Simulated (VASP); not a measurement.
Wanted: the native input for a VASP 6.6.1 run.

```
Task                   : single point
Functional             : LDA
Potentials or basis    : VASP PAW LDA potentials, release 64 (Hf_pv)
Cutoff                 : 520 eV
k mesh                 : 12 × 12 × 7
Occupations            : gaussian, width 0.3 eV
Spin                   : no spin polarisation
Dipole correction      : no
Further INCAR settings : ALGO = Normal; EDIFF = 1e-06; NBANDS = 17
```

The structure of Hf lies in POSCAR:

```
Hf
1.0
    3.1183974891      0.0000000000      0.0000000000
   -1.5591987445      2.7006114446      0.0000000000
    0.0000000000      0.0000000000      4.9475473504
Hf
2
Direct
    0.3333333333      0.6666666667      0.2500000000
    0.6666666667      0.3333333333      0.7500000000
```

These files were run (other wordings do the same):

INCAR

```
SYSTEM = Hf
  PREC = Accurate
  ENCUT = 520
  EDIFF = 1E-6
  ISMEAR = 0
  SIGMA = 0.3
  LREAL = .FALSE.
  LASPH = .TRUE.
  NELM = 60
  ALGO = Normal
  ISIF = 2
  LWAVE = .FALSE.
  LCHARG = .FALSE.
  GGA = CA
  NBANDS = 17
```

KPOINTS

```
regular mesh
0
G
  12 12 7
  0 0 0
```

Potentials or basis: VASP PAW LDA potentials, release 64 (Hf_pv).

The run is started by

```console
$ cat potpaw_LDA.64/Hf_pv/POTCAR > POTCAR
$ mpirun -np 1 vasp_std > vasp.out
```

Results of the run:

| Quantity | Value |
| --- | --- |
| Pressure | 0.1 GPa |
| Band gap on the k mesh | zero (bands 10 and 11 overlap by 1.41 eV) |

Caveat: so wide a smearing shifts energies and pressures; spin-orbit coupling is left out, which moves the levels of the heavy elements.

It took 18 s on 1 thread of Intel(R) Xeon(R) Platinum 8488C (Sapphire Rapids), on a shared host, peak memory 0.17 GiB.
